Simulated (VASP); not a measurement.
**Ag: single point with r2SCAN**

Crystal: Ag.

```xyz
4
Lattice="2.8515 0.0000 0.0000 -1.4257 2.4695 0.0000 0.0000 0.0000 9.4286" Properties=species:S:1:pos:R:3 pbc="T T T"
Ag    0.0000    1.6463    2.3571
Ag    1.4257    0.8232    7.0714
Ag    1.4257    2.4695    9.4286
Ag    1.4257    2.4695    4.7143
```

This isn't the form of Ag at room conditions, which is fcc.

| Item | Value |
| --- | --- |
| Program | VASP 6.6.1 |
| Task | single point |
| Functional | r2SCAN |
| Potentials or basis | VASP PAW PBE potentials, release 64 (Ag) |
| Cutoff | 520 eV |
| k mesh | 14 × 14 × 4 |
| Occupations | fermi-dirac, width 0.1 eV |
| Spin | no spin polarisation |
| Dipole correction | no |
| Further INCAR settings | ALGO = Normal; EDIFF = 1e-07; NBANDS = 30 |

The pressure is 5.1 GPa and the band gap on the k mesh is zero (bands 22 and 23 overlap by 6.48 eV).

Stress tensor (GPa, compression positive):
```
5.72 0.00 0.00
0.00 5.72 0.00
0.00 0.00 3.92
```

Levels at points of the mesh, in eV from the Fermi level:
| k point | band 19 | band 20 | band 21 | band 22 | band 23 | band 24 | band 25 | band 26 |
| --- | --- | --- | --- | --- | --- | --- | --- | --- |
| (0.00, 0.00, 0.00) | -3.95 | -3.74 | -3.74 | -3.33 | -3.33 | -0.48 | 3.72 | 11.52 |
| (0.50, 0.00, 0.00) | -3.08 | -3.08 | -0.13 | 0.83 | 1.16 | 1.74 | 4.70 | 4.76 |
| (0.00, 0.00, 0.50) | -3.49 | -3.49 | -3.49 | -3.49 | -2.64 | -2.64 | 6.70 | 6.70 |
| (0.50, 0.00, 0.50) | -3.10 | -3.10 | 0.32 | 0.32 | 1.57 | 1.57 | 5.11 | 5.11 |

Wall time 3.4 min on 1 thread of Intel(R) Xeon(R) 6975P-C (Granite Rapids), with other jobs on the host, peak memory 0.26 GiB.

Caveat: the cell stands under pressure; the PAW data sets were made with another functional, which shifts forces and pressure a little.
